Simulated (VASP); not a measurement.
Runs of VASP 6.6.1 on PbF2. Symmetry: Fm-3m, No. 225, cubic system. Conventional cell: a = 5.892 Å, b = 5.892 Å, c = 5.892 Å, α = 90.00°, β = 90.00°, γ = 90.00°. Within 3.4 Å of Pb (site symmetry m-3m) lie 8 F at 2.55 Å. F (site symmetry -43m) has 4 Pb at 2.55 Å and 6 F at 2.95 Å within 3.4 Å. 

| level | k mesh | smearing | grid for exact exchange (PRECFOCK) | share of exact exchange | screening parameter | gap on the mesh (eV) | pressure (GPa) |
| --- | --- | --- | --- | --- | --- | --- | --- |
| r2SCAN | 6 × 6 × 6 | gaussian 0.001 eV | - | - | - | 4.96 | 1.1 |
| HSE06 | 4 × 4 × 4 | fermi-dirac 0.2 eV | Normal | 0.25 | 0.2079 1/Å | (b) | 2.3 |
| HF | 4 × 4 × 4 | gaussian 0.01 eV | Normal | 1 | - | 12.66 | 6.1 |
| PBE-based global hybrid with 10 % exact exchange | 4 × 4 × 4 | gaussian 0.01 eV | Normal | 0.1 | - | (a) | 3.2 |

Alike in all rows: task single point; potentials or basis VASP PAW PBE potentials, release 64 (Pb_d, F); no spin polarisation; cell as given; cutoff (eV) 520.

Task: Estimate the missing entries.

Result: (a) 5.22; (b) 5.71.

Caveats: some runs use coarse meshes; the PAW data sets were made with another functional, which shifts forces and pressure a little; spin-orbit coupling is left out, which moves the levels of the heavy elements.

A k mesh can miss the band edges, and the runs leave out spin-orbit coupling on Pb.
